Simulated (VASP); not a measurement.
Input of a VASP 6.6.1 run:

The input INCAR:

```
PREC = Accurate ; ENCUT = 600
EDIFF = 1E-7 ; ISMEAR = -1
SIGMA = 0.1 ; LREAL = F
LASPH = T ; NELM = 100
ALGO = Normal ; ISIF = 3
LWAVE = F ; LCHARG = F
GGA = B5 ; ALDAX = 1.0
AGGAX = 1.0 ; AGGAC = 1.0
ALDAC = 0.0 ; IBRION = 2
NSW = 80 ; EDIFFG = -0.01
```

The input KPOINTS:

```
regular mesh
0
Gamma
  9 9 13
```

File POSCAR:

```
Mn
1.0
    4.0493320461      0.0000000000      0.0000000000
   -2.0246660230      3.5068244202      0.0000000000
    0.0000000000      0.0000000000      2.4822405442
Mn
3
Direct
    0.0000000000      0.0000000000      0.0000000000
    0.3333333333      0.6666666667      0.5000000000
    0.6666666667      0.3333333333      0.5000000000
```

Potentials or basis: VASP PAW PBE potentials, release 64 (Mn_pv).

The run is started by

```bash
$ cat potpaw_PBE.64/Mn_pv/POTCAR > POTCAR
$ mpirun -np 1 vasp_std > vasp.out
```

Q: Estimate the relaxed volume.

A: 11.19 Å³/atom.

Q: Estimate the relaxed cell.

A: a = 3.948 Å, b = 3.948 Å, c = 2.488 Å, α = 90.00°, β = 90.00°, γ = 120.00°.

The path:
```tsv
step	energy change (eV)	largest force (eV/Å)	pressure (GPa)	volume (Å³)
1	0.0000	0.0000	-10.79	35.25
2	0.0535	0.0000	19.60	31.36
3	-0.0689	0.0000	0.41	33.50
4	-0.0690	0.0000	0.67	33.47
5	-0.0742	0.0000	0.24	33.54
6	-0.0743	0.0000	0.17	33.56
7	-0.0743	0.0000	0.19	33.56
8	-0.0743	0.0000	-0.25	33.61
9	-0.0744	0.0000	-0.02	33.58
```

Caveat: the highest band is partly filled, so the run has too few bands; the PAW data sets were made with another functional, which shifts forces and pressure a little; the run has no spin polarisation, though such a crystal can be magnetic. Spin polarisation is off, so any magnetic state and its effect on volume and gap are missing.
